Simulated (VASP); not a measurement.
# CdAg4 in VASP: a series of runs

Runs on CdAg4. Level: LDA. Tasks: single point.

Program: VASP 6.6.1. These are calculated values, not measurements. Logs are shortened: lines on timing, memory, paths and dates and some standing lists are left out, and cuts for length are marked.

### 1 The cell of the first run

The cell holds a slab with vacuum, 5 atoms: a = 2.828 Å, b = 2.828 Å, c = 25.238 Å, α = 90.00°, β = 90.00°, γ = 120.00°.

### 2 Single point, LDA

INCAR

```
SYSTEM = CdAg4
PREC = Accurate
ENCUT = 520
EDIFF = 1E-7
ISMEAR = -1
SIGMA = 0.05
LREAL = .FALSE.
LASPH = .TRUE.
NELM = 60
ALGO = Normal
ISIF = 2
LWAVE = .FALSE.
LCHARG = .FALSE.
LDIPOL = .TRUE.
IDIPOL = 3
DIPOL = 0.5 0.5 0.500
GGA = CA
NBANDS = 36
```

KPOINTS

```
Automatic mesh
0
G
  13 13 1
  0 0 0
```

POSCAR

```
CdAg4
1.0
    2.8284417091      0.0000000000      0.0000000000
   -1.4142208546      2.4495023732      0.0000000000
    0.0000000000      0.0000000000     25.2377000000
Ag Cd
4 1
Direct
    0.8333333333      0.1666666667      0.3170187853
    0.1666666667      0.8333333333      0.4083699060
    0.8333333333      0.1666666667      0.5916300942
    0.1666666667      0.8333333333      0.6829812142
    0.5000000000      0.5000000000      0.5000000003
```

Potentials or basis: VASP PAW LDA potentials, release 64 (Ag, Cd).

Started as:

```sh
cat potpaw_LDA.64/Ag/POTCAR potpaw_LDA.64/Cd/POTCAR > POTCAR
mpirun -np 1 vasp_std > vasp.out
```

OUTCAR:

```text
SYSTEM = CdAg4
   PREC = Accurate
   ENCUT = 520
   EDIFF = 1E-7
   ISMEAR = -1
   LREAL = .FALSE.
   LASPH = .TRUE.
   NELM = 60
   ISIF = 2
   GGA = CA

 ion  position               nearest neighbor table
   1  0.833  0.167  0.317-   2 2.83   2 2.83   2 2.83
   2  0.167  0.833  0.408-   1 2.83   1 2.83   1 2.83   5 2.83   5 2.83   5 2.83
   3  0.833  0.167  0.592-   4 2.83   4 2.83   4 2.83   5 2.83   5 2.83   5 2.83
   4  0.167  0.833  0.683-   3 2.83   3 2.83   3 2.83
   5  0.500  0.500  0.500-   3 2.83   3 2.83   3 2.83   2 2.83   2 2.83   2 2.83

  LATTYP: Found a hexagonal cell.
 ALAT       =     2.8284417091
 C/A-ratio  =     8.9228283966

  Lattice vectors:

 A1 = (   2.8284417091,   0.0000000000,   0.0000000000)
 A2 = (  -1.4142208546,   2.4495023732,   0.0000000000)
 A3 = (   0.0000000000,   0.0000000000,  25.2377000000)

Analysis of symmetry for initial positions (statically):
=====================================================================
 Subroutine PRICEL returns:
 Original cell was already a primitive cell.

 Routine SETGRP: Setting up the symmetry group for a
 hexagonal supercell.

 Subroutine GETGRP returns: Found 12 space group operations
 (whereof  4 operations were pure point group operations)
 out of a pool of 24 trial point group operations.

The static configuration has the point symmetry C_2h.
 The point group associated with its full space group is D_3d.

Analysis of symmetry for dynamics (positions and initial velocities):
=====================================================================
 Subroutine PRICEL returns:
 Original cell was already a primitive cell.

 Routine SETGRP: Setting up the symmetry group for a
 hexagonal supercell.

 Subroutine GETGRP returns: Found 12 space group operations
 (whereof  4 operations were pure point group operations)
 out of a pool of 24 trial point group operations.

The dynamic configuration has the point symmetry C_2h.
 The point group associated with its full space group is D_3d.

 Subroutine INISYM returns: Found 12 space group operations
 (whereof  4 operations are pure point group operations),
 and found     1 'primitive' translations

----------------------------------------------------------------------------------------

                                     Primitive cell

  volume of cell :     174.8537

  direct lattice vectors                    reciprocal lattice vectors
     2.828441709  0.000000000  0.000000000     0.353551568  0.204123093  0.000000000
[... 96 lines left out ...]
   POTIM  = 0.5000    time-step for ionic-motion
   TEBEG  =    0.0;   TEEND  =   0.0 temperature during run
   PSTRESS=    0.0 pullay stress
   NELECT =      56.0000    total number of electrons
   NUPDOWN=      -1.0000    fix difference up-down
   EMIN   =  10.00;   EMAX   =-10.00  energy-range for DOS
   EFERMI =   0.00;   METHOD = LEGACY
   ISMEAR =    -1;   SIGMA  =   0.05  broadening in eV -4-tet -1-fermi 0-gaus
   EFERMI_NEDOS =   21; number of points for ismear=-14 and -15
   IALGO  =     38    algorithm
   IMIX   =      4    mixing-type and parameters
     AMIX     =   0.40;   BMIX     =  1.00
     AMIX_MAG =   1.60;   BMIX_MAG =  1.00
  volume/ion in A,a.u.               =      34.97       235.99
  Fermi-wavevector in a.u.,A,eV,Ry     =   1.120072  2.116629 17.069338  1.254561
  Thomas-Fermi vector in A             =   2.256716
   LORBIT       =      0    0 simple, 1 ext, 2 COOP (PROOUT), +10 PAW based schemes
   GGA     = CA    functional components
   LHFCALC =     F    Hartree Fock is set to
   AEXX    =    0.0000 exact exchange contribution
   IVDW    =     0    specifies the selected vdW correction
   LEPSILON=     F    determine dielectric tensor
   LRPA    =     F    only Hartree local field effects (RPA)
 non-spin polarized calculation
  energy-cutoff  :      520.00
  volume of cell :      174.85
 maximum number of plane-waves:      4736
 NGX is ok and might be reduce to    24
   NGX = 11   NGY = 11   NGZ = 93

 number of electron      56.0000008 magnetization

 dipolmoment           0.000000      0.000000      0.000000 electrons x Angstroem

 Free energy of the ion-electron system (eV)
  ---------------------------------------------------
  ext. energy  EPLUGINS =         0.00000000
  ---------------------------------------------------
  free energy    TOTEN  =       -15.61532355 eV

  energy without entropy =      -15.59912997  energy(sigma->0) =      -15.60722676

 E-fermi :   1.1729     XC(G=0):  -6.6588

 val. band max:        1.1034428159   @ k =   0.2308   0.1538   0.0000
 cond. band min:       1.1856159742   @ k =   0.4615   0.0000   0.0000
 fundamental gap:      0.0821731583
 Fermi energy:         1.1729232415

 k-point     1 :       0.0000    0.0000    0.0000
  band No.  band energies     occupation
      1      -9.5169      2.00000
      2      -8.6580      2.00000
      3      -8.6580      2.00000
      4      -8.2117      2.00000
      5      -7.7747      2.00000
      6      -7.7747      2.00000
[... 808 lines left out ...]
     35       7.0628      0.00000
     36       7.7762      0.00000

------------------------ aborting loop because EDIFF is reached ----------------------------------------

 vacuum level on the upper side and lower side of the slab       (xc-potential included)        -0.100        -0.100

  FORCE on cell =-STRESS in cart. coord.  units (eV):
  Direction    XX          YY          ZZ          XY          YZ          ZX
  --------------------------------------------------------------------------------------
  -------------------------------------------------------------------------------------
  Total        1.3293833      1.3293833      1.6264557     -0.0000000     -0.0000000     -0.0000000
  in kB       12.1810839     12.1810839     14.9031456     -0.0000000     -0.0000000     -0.0000000
  external PRESSURE =      13.0884378 kB  Pullay stress =       0.0000000 kB

 VOLUME and BASIS-vectors are now :
 -----------------------------------------------------------------------------
  energy-cutoff  :      520.00
  volume of cell :      174.85
      direct lattice vectors                 reciprocal lattice vectors
     2.828441709  0.000000000  0.000000000     0.353551568  0.204123093  0.000000000
    -1.414220855  2.449502373  0.000000000     0.000000000  0.408246185  0.000000000
     0.000000000  0.000000000 25.237700000     0.000000000  0.000000000  0.039623262

 POSITION                                       TOTAL-FORCE (eV/Angst)
 -----------------------------------------------------------------------------------
      2.12133      0.40825      8.00082        -0.000000      0.000000      0.030987
     -0.70711      2.04125     10.30632        -0.000000      0.000000     -0.419971
      2.12133      0.40825     14.93138         0.000000      0.000000      0.419971
     -0.70711      2.04125     17.23687         0.000000      0.000000     -0.030987
      0.70711      1.22475     12.61885        -0.000000      0.000000      0.000000
 -----------------------------------------------------------------------------------
    total drift:                               -0.000000      0.000000      0.000024

  FREE ENERGIE OF THE ION-ELECTRON SYSTEM (eV)
  ---------------------------------------------------
  free  energy   TOTEN  =       -15.6153235472 eV

  energy  without entropy=      -15.5991299673  energy(sigma->0) =      -15.60722676

 vacuum level on the upper side and lower side of the slab         6.058         6.058
```

Wall time 2.3 min (1 thread of Intel Xeon 6975P-C (Granite Rapids), shared host); peak memory 0.32 GiB.

What came out:

```
Free energy            : -15.6153 eV
Largest force          : 0.420 eV/Å
Band gap on the k mesh : zero (bands 28 and 29 overlap by 5.47 eV)
```

Forces in eV/Å, atoms in the order of the input:
```
Ag   0.000  0.000  0.031
Ag   0.000  0.000 -0.420
Ag   0.000  0.000  0.420
Ag   0.000  0.000 -0.031
Cd   0.000  0.000  0.000
```

### 3 Single point, LDA

INCAR

```
PREC = Accurate ; ENCUT = 520
EDIFF = 1E-6 ; ISMEAR = -1
SIGMA = 0.05 ; LREAL = F
LASPH = T ; NELM = 80
ALGO = Normal ; ISIF = 2
LWAVE = F ; LCHARG = F
LDIPOL = T ; IDIPOL = 3
DIPOL = 0.5 0.5 0.500 ; NBANDS = 36
```

KPOINTS

```
Automatic mesh
0
Gamma
  13 13 1
```

POSCAR is that of step 2.

Potentials or basis: VASP PAW LDA potentials, release 64 (Ag, Cd).

Started as:

```sh
cat potpaw_LDA.64/Ag/POTCAR potpaw_LDA.64/Cd/POTCAR > POTCAR
mpirun -np 1 vasp_std > vasp.out
```

OUTCAR:

```text
PREC = Accurate
   ENCUT = 520
   EDIFF = 1E-6
   ISMEAR = -1
   LREAL = F
   LASPH = T
   NELM = 80
   ISIF = 2

 ion  position               nearest neighbor table
   1  0.833  0.167  0.317-   2 2.83   2 2.83   2 2.83
   2  0.167  0.833  0.408-   1 2.83   1 2.83   1 2.83   5 2.83   5 2.83   5 2.83
   3  0.833  0.167  0.592-   4 2.83   4 2.83   4 2.83   5 2.83   5 2.83   5 2.83
   4  0.167  0.833  0.683-   3 2.83   3 2.83   3 2.83
   5  0.500  0.500  0.500-   3 2.83   3 2.83   3 2.83   2 2.83   2 2.83   2 2.83

  LATTYP: Found a hexagonal cell.
 ALAT       =     2.8284417091
 C/A-ratio  =     8.9228283966

  Lattice vectors:

 A1 = (   2.8284417091,   0.0000000000,   0.0000000000)
 A2 = (  -1.4142208546,   2.4495023732,   0.0000000000)
 A3 = (   0.0000000000,   0.0000000000,  25.2377000000)

Analysis of symmetry for initial positions (statically):
=====================================================================
 Subroutine PRICEL returns:
 Original cell was already a primitive cell.

 Routine SETGRP: Setting up the symmetry group for a
 hexagonal supercell.

 Subroutine GETGRP returns: Found 12 space group operations
 (whereof  4 operations were pure point group operations)
 out of a pool of 24 trial point group operations.

The static configuration has the point symmetry C_2h.
 The point group associated with its full space group is D_3d.

Analysis of symmetry for dynamics (positions and initial velocities):
=====================================================================
 Subroutine PRICEL returns:
 Original cell was already a primitive cell.

 Routine SETGRP: Setting up the symmetry group for a
 hexagonal supercell.

 Subroutine GETGRP returns: Found 12 space group operations
 (whereof  4 operations were pure point group operations)
 out of a pool of 24 trial point group operations.

The dynamic configuration has the point symmetry C_2h.
[... 125 lines left out ...]
  Thomas-Fermi vector in A             =   2.256716
   LORBIT       =      0    0 simple, 1 ext, 2 COOP (PROOUT), +10 PAW based schemes
   GGA     = CA    functional components
   LHFCALC =     F    Hartree Fock is set to
   AEXX    =    0.0000 exact exchange contribution
   IVDW    =     0    specifies the selected vdW correction
   LEPSILON=     F    determine dielectric tensor
   LRPA    =     F    only Hartree local field effects (RPA)
 non-spin polarized calculation
  energy-cutoff  :      520.00
  volume of cell :      174.85
 maximum number of plane-waves:      4736
 NGX is ok and might be reduce to    24
   NGX = 11   NGY = 11   NGZ = 93

 number of electron      56.0000008 magnetization

 dipolmoment           0.000000      0.000000      0.000000 electrons x Angstroem

 Free energy of the ion-electron system (eV)
  ---------------------------------------------------
  ext. energy  EPLUGINS =         0.00000000
  ---------------------------------------------------
  free energy    TOTEN  =       -15.61532333 eV

  energy without entropy =      -15.59913012  energy(sigma->0) =      -15.60722672

 E-fermi :   1.1729     XC(G=0):  -6.6624

 val. band max:        1.1034277670   @ k =   0.2308   0.1538   0.0000
 cond. band min:       1.1856026943   @ k =   0.4615   0.0000   0.0000
 fundamental gap:      0.0821749273
 Fermi energy:         1.1729083112

 k-point     1 :       0.0000    0.0000    0.0000
  band No.  band energies     occupation
      1      -9.5169      2.00000
      2      -8.6580      2.00000
      3      -8.6580      2.00000
      4      -8.2117      2.00000
      5      -7.7747      2.00000
      6      -7.7747      2.00000
[... 808 lines left out ...]
     35       7.0628      0.00000
     36       7.7762      0.00000

------------------------ aborting loop because EDIFF is reached ----------------------------------------

 vacuum level on the upper side and lower side of the slab       (xc-potential included)        -0.163        -0.163

  FORCE on cell =-STRESS in cart. coord.  units (eV):
  Direction    XX          YY          ZZ          XY          YZ          ZX
  --------------------------------------------------------------------------------------
  -------------------------------------------------------------------------------------
  Total        1.3294447      1.3294447      1.6264392     -0.0000000      0.0000000      0.0000000
  in kB       12.1816463     12.1816463     14.9029949     -0.0000000      0.0000000      0.0000000
  external PRESSURE =      13.0887625 kB  Pullay stress =       0.0000000 kB

 VOLUME and BASIS-vectors are now :
 -----------------------------------------------------------------------------
  energy-cutoff  :      520.00
  volume of cell :      174.85
      direct lattice vectors                 reciprocal lattice vectors
     2.828441709  0.000000000  0.000000000     0.353551568  0.204123093  0.000000000
    -1.414220855  2.449502373  0.000000000     0.000000000  0.408246185  0.000000000
     0.000000000  0.000000000 25.237700000     0.000000000  0.000000000  0.039623262

 POSITION                                       TOTAL-FORCE (eV/Angst)
 -----------------------------------------------------------------------------------
      2.12133      0.40825      8.00082         0.000000      0.000000      0.030990
     -0.70711      2.04125     10.30632        -0.000000     -0.000000     -0.419956
      2.12133      0.40825     14.93138        -0.000000      0.000000      0.419956
     -0.70711      2.04125     17.23687         0.000000     -0.000000     -0.030990
      0.70711      1.22475     12.61885        -0.000000      0.000000     -0.000000
 -----------------------------------------------------------------------------------
    total drift:                                0.000000      0.000000      0.000024

  FREE ENERGIE OF THE ION-ELECTRON SYSTEM (eV)
  ---------------------------------------------------
  free  energy   TOTEN  =       -15.6153233256 eV

  energy  without entropy=      -15.5991301182  energy(sigma->0) =      -15.60722672

 vacuum level on the upper side and lower side of the slab         6.000         6.000
```

OSZICAR:

```text
N       E                     dE             d eps       ncg     rms          rms(c)
DAV:   1     0.387229682225E+03    0.38723E+03   -0.27666E+04  1512   0.141E+03
DAV:   2    -0.591487371358E+01   -0.39314E+03   -0.37920E+03  1584   0.336E+02
DAV:   3    -0.168970537032E+02   -0.10982E+02   -0.10903E+02  1696   0.628E+01
[... 13 lines left out ...]
DAV:  17    -0.156153010413E+02   -0.14435E-04   -0.21847E-06  1072   0.574E-03    0.151E-03
DAV:  18    -0.156153106344E+02   -0.95931E-05   -0.76128E-07  1088   0.444E-03    0.117E-03
DAV:  19    -0.156153162493E+02   -0.56148E-05   -0.18391E-07  1048   0.229E-03    0.115E-03
DAV:  20    -0.156153203682E+02   -0.41190E-05   -0.98058E-08  1044   0.697E-04    0.859E-04
DAV:  21    -0.156153224570E+02   -0.20888E-05   -0.55522E-08  1000   0.104E-03    0.239E-04
DAV:  22    -0.156153233256E+02   -0.86864E-06   -0.21556E-08   980   0.701E-04
   1 F= -.15615323E+02 E0= -.15607227E+02  d E =-.161932E-01
```

Wall time 2.1 min (1 thread of Intel Xeon 6975P-C (Granite Rapids), shared host); peak memory 0.31 GiB.

What came out:

| Property | Result |
| --- | --- |
| Free energy | -15.6153 eV |
| Largest force | 0.420 eV/Å |
| Band gap on the k mesh | zero (bands 28 and 29 overlap by 5.47 eV) |

Forces on the atoms (eV/Å):
```
Ag   0.000  0.000  0.031
Ag   0.000  0.000 -0.420
Ag   0.000  0.000  0.420
Ag   0.000  0.000 -0.031
Cd   0.000  0.000  0.000
```

The gap in the log of VASP goes by the Fermi energy; the results here count the filled bands.